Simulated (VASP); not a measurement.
# Al (P6_3/mmc) in VASP: settings compared

Al is run at these levels: PBEsol-based global hybrid with 25 % exact exchange, PBEsol-based screened hybrid with 25 % exact exchange; tasks: single point.

All numbers are computed with VASP 6.6.1; they aren't measurements. Logs are shortened: lines on timing, memory, paths and dates and some standing lists are left out, and cuts for length are marked.

## (1) The cell of the first run

Symmetry: P6_3/mmc, No. 194, hexagonal system. Conventional cell: a = 2.896 Å, b = 2.896 Å, c = 4.518 Å, α = 90.00°, β = 90.00°, γ = 120.00°. Al (site symmetry -6m2) has 12 Al at 2.81 to 2.90 Å within 3.7 Å.

This isn't the form of Al at room conditions, which is fcc.

## (2) Single point, PBEsol-based global hybrid with 25 % exact exchange

POSCAR reads:

```
Al
1.0
    2.8964467659      0.0000000000      0.0000000000
   -1.4482233829      2.5083964800      0.0000000000
    0.0000000000      0.0000000000      4.5177124590
Al
2
Direct
    0.3333333333      0.6666666667      0.2500000000
    0.6666666667      0.3333333333      0.7500000000
```

INCAR.step1 reads:

```
PREC = Accurate
ENCUT = 520
EDIFF = 1E-5
ISMEAR = -1
SIGMA = 0.05
LREAL = F
LASPH = T
NELM = 100
ALGO = Normal
ISIF = 2
LWAVE = T
LCHARG = F
GGA = PE
NBANDS = 10
```

INCAR.step2 reads:

```
PREC = Accurate
ENCUT = 520
EDIFF = 1E-6
ISMEAR = -1
SIGMA = 0.05
LREAL = F
LASPH = T
NELM = 100
ALGO = Normal
ISIF = 2
LWAVE = F
LCHARG = F
GGA = PS
LHFCALC = T
AEXX = 0.25
PRECFOCK = Normal
ISTART = 1
NBANDS = 10
```

KPOINTS reads:

```
regular mesh
0
Gamma
  6 6 3
```

Potentials or basis: VASP PAW PBE potentials, release 64 (Al).

Command:

```sh
$ cat potpaw_PBE.64/Al/POTCAR > POTCAR
$ cp INCAR.step1 INCAR
$ mpirun -np 1 vasp_std > vasp.out
$ cp INCAR.step2 INCAR
$ mpirun -np 1 vasp_std > vasp.out
```

OUTCAR:

```text
PREC = Accurate
   ENCUT = 520
   EDIFF = 1E-6
   ISMEAR = -1
   LREAL = F
   LASPH = T
   NELM = 100
   ISIF = 2
   GGA = PS
   LHFCALC = T
   AEXX = 0.25
   PRECFOCK = Normal
   ISTART = 1

 ion  position               nearest neighbor table
   1  0.333  0.667  0.250-   2 2.81   2 2.81   2 2.81   2 2.81   2 2.81   2 2.81
   2  0.667  0.333  0.750-   1 2.81   1 2.81   1 2.81   1 2.81   1 2.81   1 2.81

  LATTYP: Found a hexagonal cell.
 ALAT       =     2.8964467659
 C/A-ratio  =     1.5597429624

  Lattice vectors:

 A1 = (   2.8964467659,   0.0000000000,   0.0000000000)
 A2 = (  -1.4482233829,   2.5083964800,   0.0000000000)
 A3 = (   0.0000000000,   0.0000000000,   4.5177124590)

Analysis of symmetry for initial positions (statically):
=====================================================================
 Subroutine PRICEL returns:
 Original cell was already a primitive cell.

 Routine SETGRP: Setting up the symmetry group for a
 hexagonal supercell.

 Subroutine GETGRP returns: Found 24 space group operations
 (whereof 12 operations were pure point group operations)
 out of a pool of 24 trial point group operations.

The static configuration has the point symmetry D_3d.
 The point group associated with its full space group is D_6h.

Analysis of symmetry for dynamics (positions and initial velocities):
=====================================================================
 Subroutine PRICEL returns:
 Original cell was already a primitive cell.

 Routine SETGRP: Setting up the symmetry group for a
 hexagonal supercell.

 Subroutine GETGRP returns: Found 24 space group operations
 (whereof 12 operations were pure point group operations)
 out of a pool of 24 trial point group operations.

The dynamic configuration has the point symmetry D_3d.
 The point group associated with its full space group is D_6h.

 Subroutine INISYM returns: Found 24 space group operations
 (whereof 12 operations are pure point group operations),
 and found     1 'primitive' translations

----------------------------------------------------------------------------------------

                                     Primitive cell

  volume of cell :      32.8232

  direct lattice vectors                    reciprocal lattice vectors
[... 86 lines left out ...]
   PSTRESS=    0.0 pullay stress
   NELECT =       6.0000    total number of electrons
   NUPDOWN=      -1.0000    fix difference up-down
   EMIN   =  10.00;   EMAX   =-10.00  energy-range for DOS
   EFERMI =   0.00;   METHOD = LEGACY
   ISMEAR =    -1;   SIGMA  =   0.05  broadening in eV -4-tet -1-fermi 0-gaus
   EFERMI_NEDOS =   21; number of points for ismear=-14 and -15
   IALGO  =     38    algorithm
   IMIX   =      1    mixing-type and parameters
     AMIX     =   0.40;   BMIX     =  1.00
     AMIX_MAG =   1.60;   BMIX_MAG =  1.00
  volume/ion in A,a.u.               =      16.41       110.75
  Fermi-wavevector in a.u.,A,eV,Ry     =   0.929106  1.755755 11.745059  0.863237
  Thomas-Fermi vector in A             =   2.055353
   LORBIT       =      0    0 simple, 1 ext, 2 COOP (PROOUT), +10 PAW based schemes
   GGA     = PS    functional components
   LHFCALC =     T    Hartree Fock is set to
   PRECFOCK=normal    Normal, Fast or Accurate (Low or Medium for compatibility)
   ENCUT4O =  -1.0   cutoff for four orbital integrals eV
   NKREDX  =     1    reduce k-point grid by
   NKREDY  =     1    reduce k-point grid by
   NKREDZ  =     1    reduce k-point grid by
   AEXX    =    0.2500 exact exchange contribution
   HFSCREEN=    0.0000 screening length (either q_TF or 0.3 A-1)
   HFSCREENC=   0.0000 screening length for correlation (either q_TF or 0.3 A-1)
   ENCUTFOCK=  -1.0 apply spherical cutoff to Coloumb kernel
   IVDW    =     0    specifies the selected vdW correction
   LEPSILON=     F    determine dielectric tensor
   LRPA    =     F    only Hartree local field effects (RPA)
 non-spin polarized calculation
  energy-cutoff  :      520.00
  volume of cell :       32.82
 maximum number of plane-waves:       894
 NGX is ok and might be reduce to    24
  NGX = 18; NGY = 18; NGZ = 28

 number of electron       6.0000000 magnetization

 Free energy of the ion-electron system (eV)
  ---------------------------------------------------
  ext. energy  EPLUGINS =         0.00000000
  ---------------------------------------------------
  free energy    TOTEN  =        -9.11061682 eV

  energy without entropy =       -9.09922047  energy(sigma->0) =       -9.10491864

 E-fermi :   8.2221     XC(G=0):  -8.0841

 val. band max:        7.4586600270   @ k =   0.3333   0.1667   0.0000
 cond. band min:       8.2889341970   @ k =   0.3333   0.1667   0.3333
 fundamental gap:      0.8302741700
 Fermi energy:         8.2221420016

 k-point     1 :       0.0000    0.0000    0.0000
  band No.  band energies     occupation
      1      -5.1821      2.00000
      2       2.6103      2.00000
      3       3.2931      2.00000
      4      19.1962      0.00000
      5      19.1962      0.00000
      6      19.7559      0.00000
      7      19.7559      0.00000
      8      21.8647      0.00000
      9      22.8507      0.00000
     10      25.0706      0.00000
[... 157 lines left out ...]
 k-point    14 :       0.3333    0.3333    0.3333
  band No.  band energies     occupation
      1       4.2357      2.00000
      2       4.2357      2.00000
      3       4.7724      2.00000
      4       7.2956      2.00000
      5       7.2956      2.00000
      6       7.4112      2.00000
      7      17.7957      0.00000
      8      17.7957      0.00000
      9      18.1025      0.00000
     10      24.3734      0.00000

------------------------ aborting loop because EDIFF is reached ----------------------------------------

  FORCE on cell =-STRESS in cart. coord.  units (eV):
  Direction    XX          YY          ZZ          XY          YZ          ZX
  --------------------------------------------------------------------------------------
  -------------------------------------------------------------------------------------
  Total       -0.0023447     -0.0023447      0.0147261     -0.0000000      0.0000000      0.0000000
  in kB       -0.1144487     -0.1144487      0.7188174     -0.0000000      0.0000000      0.0000000
  external PRESSURE =       0.1633067 kB  Pullay stress =       0.0000000 kB

 VOLUME and BASIS-vectors are now :
 -----------------------------------------------------------------------------
  energy-cutoff  :      520.00
  volume of cell :       32.82
      direct lattice vectors                 reciprocal lattice vectors
     2.896446766  0.000000000  0.000000000     0.345250606  0.199330530  0.000000000
    -1.448223383  2.508396480  0.000000000     0.000000000  0.398661060  0.000000000
     0.000000000  0.000000000  4.517712459     0.000000000  0.000000000  0.221350962

 POSITION                                       TOTAL-FORCE (eV/Angst)
 -----------------------------------------------------------------------------------
     -0.00000      1.67226      1.12943         0.000000      0.000000     -0.000000
      1.44822      0.83613      3.38828        -0.000000     -0.000000      0.000000
 -----------------------------------------------------------------------------------
    total drift:                               -0.000000     -0.000000      0.000000

  FREE ENERGIE OF THE ION-ELECTRON SYSTEM (eV)
  ---------------------------------------------------
  free  energy   TOTEN  =        -9.1106168172 eV

  energy  without entropy=       -9.0992204707  energy(sigma->0) =       -9.10491864
```

Run time: 87 s. Hardware: 1 thread of AMD EPYC 9R45 (Zen 5), shared host; peak memory 0.13 GiB.

What came out:

```
Free energy            : -9.1106 eV
Pressure               : 0.0 GPa
Band gap on the k mesh : zero (bands 3 and 4 overlap by 5.70 eV)
```

Stress tensor (GPa, compression positive):
```
-0.01  0.00  0.00
 0.00 -0.01  0.00
 0.00  0.00  0.07
```

Levels at points of the mesh, in eV from the Fermi level:
```tsv
k point	band 1	band 2	band 3	band 4	band 5	band 6	band 7	band 8
(0.00, 0.00, 0.00)	-13.40	-5.61	-4.93	10.97	10.97	11.53	11.53	13.64
(0.50, 0.00, 0.00)	-7.02	-6.72	0.75	1.87	1.97	2.54	5.87	7.85
```

Caveat: the k points lie up to 0.46 Å⁻¹ apart, too coarse for converged energies and pressures of a metal; the PAW data sets were made with another functional, which shifts forces and pressure a little.

## (3) Single point, PBEsol-based screened hybrid with 25 % exact exchange

POSCAR reads:

```
Al
1.0
    2.8980285239      0.0000000000      0.0000000000
   -1.4490142619      2.5097663226      0.0000000000
    0.0000000000      0.0000000000      4.5194206136
Al
2
Direct
    0.3333333333      0.6666666667      0.2500000000
    0.6666666667      0.3333333333      0.7500000000
```

INCAR.step1 reads:

```
PREC     = Accurate       # precision mode
ENCUT    = 520            # plane-wave cutoff, eV
EDIFF    = 1E-5           # SCF threshold, eV
ISMEAR   = -1             # smearing method
SIGMA    = 0.05           # smearing width, eV
LREAL    = F              # projectors in reciprocal space
LASPH    = T              # aspherical terms in the spheres
NELM     = 60             # most SCF steps
ALGO     = Normal         # electronic algorithm
ISIF     = 2              # what is computed and relaxed
LWAVE    = T              # write WAVECAR
LCHARG   = F              # write CHGCAR
NBANDS   = 10             # bands
GGA      = PE             # functional
```

INCAR.step2 reads:

```
PREC     = Accurate       # precision mode
ENCUT    = 520            # plane-wave cutoff, eV
EDIFF    = 1E-6           # SCF threshold, eV
ISMEAR   = -1             # smearing method
SIGMA    = 0.05           # smearing width, eV
LREAL    = F              # projectors in reciprocal space
LASPH    = T              # aspherical terms in the spheres
NELM     = 60             # most SCF steps
ALGO     = Normal         # electronic algorithm
ISIF     = 2              # what is computed and relaxed
LWAVE    = F              # write WAVECAR
LCHARG   = F              # write CHGCAR
GGA      = PS             # functional
LHFCALC  = T              # exact exchange
AEXX     = 0.25           # exact-exchange fraction
HFSCREEN = 0.207          # screening, 1/A
PRECFOCK = Normal       
NBANDS   = 10             # bands
ISTART   = 1
```

KPOINTS is that of step 2.

Potentials or basis: VASP PAW PBE potentials, release 64 (Al).

Command:

```sh
$ cat potpaw_PBE.64/Al/POTCAR > POTCAR
$ cp INCAR.step1 INCAR
$ mpirun -np 1 vasp_std > vasp.out
$ cp INCAR.step2 INCAR
$ mpirun -np 1 vasp_std > vasp.out
```

It took 87 s on 1 thread of AMD EPYC 9R45 (Zen 5), shared host; peak memory 0.22 GiB.

Results (log left out):

- Free energy: -8.5093 eV
- Pressure: 0.1 GPa
- Band gap on the k mesh: zero (bands 3 and 4 overlap by 5.03 eV)

Stress tensor (GPa, compression positive):
```
0.13 0.00 0.00
0.00 0.13 0.00
0.00 0.00 0.03
```

Levels at points of the mesh, in eV from the Fermi level:
| k point | band 1 | band 2 | band 3 | band 4 | band 5 | band 6 |
| --- | --- | --- | --- | --- | --- | --- |
| (0.00, 0.00, 0.00) | -12.79 | -5.04 | -4.37 | 10.71 | 10.71 | 11.28 |
| (0.50, 0.00, 0.00) | -6.43 | -6.11 | 0.65 | 1.73 | 1.79 | 2.34 |

Caveat: the k points lie up to 0.46 Å⁻¹ apart, too coarse for converged energies and pressures of a metal; the PAW data sets were made with another functional, which shifts forces and pressure a little.

The gap in the log of VASP goes by the Fermi energy; the results here count the filled bands.